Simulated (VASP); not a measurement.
Input of a VASP 6.6.1 run:

File INCAR:

```
SYSTEM = GaAs
PREC = Accurate
ENCUT = 500
EDIFF = 1E-6
ISMEAR = 0
SIGMA = 0.01
LREAL = .False.
LASPH = .True.
NELM = 120
ALGO = Normal
ISIF = 2
LWAVE = .False.
LCHARG = .True.
GGA = PE
LELF = .True.
LVHAR = .True.
NBANDS = 16
GGA_COMPAT = .False.
```

File KPOINTS:

```
regular mesh
0
Gamma
  3 3 3
  0 0 0
```

Contents of POSCAR:

```
GaAs
1.0
    0.0000000000      2.7795920100      2.7795920100
    2.7795920100      0.0000000000      2.7795920100
    2.7795920100      2.7795920100      0.0000000000
Ga As
1 1
Direct
    0.0000000000      0.0000000000      0.0000000000
    0.2500000000      0.2500000000      0.2500000000
```

Potentials or basis: VASP PAW PBE potentials, release 64 (Ga_d, As).

Launch:

```sh
$ cat potpaw_PBE.64/Ga_d/POTCAR potpaw_PBE.64/As/POTCAR > POTCAR
$ mpirun -np 1 vasp_std > vasp.out
```

(1) What does it give for the band gap on the k mesh?

(2) Predict the pressure.

Answers

(1) 0.89 eV, direct.

(2) 9.3 GPa.

Caveat: the k points lie up to 0.65 Å⁻¹ apart.
